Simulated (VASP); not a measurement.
Input of a VASP 6.6.1 run:

INCAR

```
ALGO = Normal ; EDIFF = 1E-7
ENCUT = 520 ; GGA = PE
ISIF = 2 ; ISMEAR = -1
LASPH = True ; LCHARG = True
LELF = True ; LREAL = Auto
LVHAR = True ; LWAVE = False
NBANDS = 30 ; NELM = 60
PREC = Accurate ; SIGMA = 0.02
```

KPOINTS

```
k-points
0
Gamma
  1 1 1
```

File POSCAR:

```
H
1.0
    7.3434200000      0.0000000000      0.0000000000
    0.0000000000      7.3434200000      0.0000000000
    0.0000000000      0.0000000000      7.3434200000
H
24
Direct
    0.2016907653      0.1670747417      0.4760588391
    0.2602057352      0.1868066922      0.5535431720
    0.4965397594      0.7606401377      0.9334751383
    0.5861710211      0.7027788142      0.9299345537
    0.8903753292      0.0355147874      0.3797957900
    0.9536837060      0.0866626177      0.3192790280
    0.5731934167      0.1028948365      0.7969311302
    0.4729676363      0.1065715974      0.7836539378
    0.8072941490      0.3538950516      0.0913607011
    0.7926824286      0.2601648823      0.1274746644
    0.2229342731      0.7491604729      0.4823229503
    0.2576320025      0.7275084361      0.5773195596
    0.8877335084      0.5141745944      0.7548798789
    0.9298392302      0.5167619447      0.6602645634
    0.6272418029      0.2828518592      0.3681935665
    0.5236933200      0.2938140539      0.3730822968
    1.0186125811      0.7952016908      0.1869428686
    0.9563391444      0.7298642867      0.1361763320
    0.6264383625      0.8974701161      0.1953585659
    0.5488042356      0.9605469931      0.2258348290
    0.3461466183      0.4355599979      0.8310977719
    0.3455202072      0.3795370549      0.9117141604
    0.8000223329      0.9572379082      0.6307006817
    0.8303488021      0.8688049982      0.6721119043
```

Potentials or basis: VASP PAW PBE potentials, release 64 (H).

Command:

```console
$ cat potpaw_PBE.64/H/POTCAR > POTCAR
$ mpirun -np 1 vasp_gam > vasp.out
```

Task: Estimate the largest force.

Result: 1.139 eV/Å.

Task: Predict the pressure.

Result: 0.2 GPa.

Stress tensor (GPa, compression positive):
```
-0.22  0.26  0.06
 0.26  0.27 -0.10
 0.06 -0.10  0.48
```

Caveat: the k points lie up to 0.86 Å⁻¹ apart, too coarse for converged energies, forces and pressures.
